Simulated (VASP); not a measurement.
# Rb: relaxation of cell and atoms with PBE

Crystal: Rb.

```
CELL_PARAMETERS angstrom
-2.14281 2.14281 2.14281
2.14281 -2.14281 2.14281
2.14281 2.14281 -2.14281
ATOMIC_POSITIONS crystal
Rb 0.00000 0.00000 0.00000
```

```
Program                : VASP 6.6.1
Task                   : relaxation of cell and atoms
Functional             : PBE
Potentials or basis    : VASP PAW PBE potentials, release 64 (Rb_sv)
Cutoff                 : 600 eV
k mesh                 : 13 × 13 × 13
Occupations            : fermi-dirac, width 0.08 eV
Spin                   : no spin polarisation
Target pressure        : 10 GPa
Dipole correction      : no
Further INCAR settings : ALGO = Normal; EDIFF = 1e-06; IBRION = 2; EDIFFG = -0.005; NSW = 32; ISIF = 3
```

```json
{
  "Relaxed volume": "39.39 Å³/atom",
  "Relaxed cell": "a = 3.713 Å, b = 3.713 Å, c = 3.713 Å, α = 109.47°, β = 109.47°, γ = 109.47°",
  "Space group after relaxing (to 0.05 Å)": "Im-3m (No. 229)",
  "Energy change on relaxing (the enthalpy is what falls)": "-2.3 meV/atom",
  "Ionic steps": "2",
  "Pressure after relaxing": "10.0 GPa"
}
```

The path:
| step | energy change (eV) | largest force (eV/Å) | pressure (GPa) | volume (Å³) |
| --- | --- | --- | --- | --- |
| 1 | 0.0000 | 0.0000 | 10.03 | 39.36 |
| 2 | -0.0023 | 0.0000 | 9.99 | 39.39 |

Final structure:
```cif
data_structure
_symmetry_space_group_name_H-M 'P 1'
_symmetry_Int_Tables_number 1
_cell_length_a 3.7126
_cell_length_b 3.7126
_cell_length_c 3.7126
_cell_angle_alpha 109.471
_cell_angle_beta 109.471
_cell_angle_gamma 109.471
_cell_volume 39.39
loop_
_atom_site_label
_atom_site_type_symbol
_atom_site_fract_x
_atom_site_fract_y
_atom_site_fract_z
_atom_site_occupancy
Rb1 Rb 0.00000 0.00000 0.00000 1
```

Levels at points of the mesh, in eV from the Fermi level:
```csv
k point,band 2,band 3,band 4,band 5,band 6,band 7,band 8
"(0.00, 0.00, 0.00)",-12.68,-12.68,-12.68,-3.05,4.18,4.18,4.18
```

It took 54 s on 1 thread of AMD EPYC 7R43 64-Core Processor (Zen 3), with other jobs on the host, peak memory 0.15 GiB.

Caveat: the cell is relaxed towards a set pressure, so the enthalpy falls and the energy may rise.
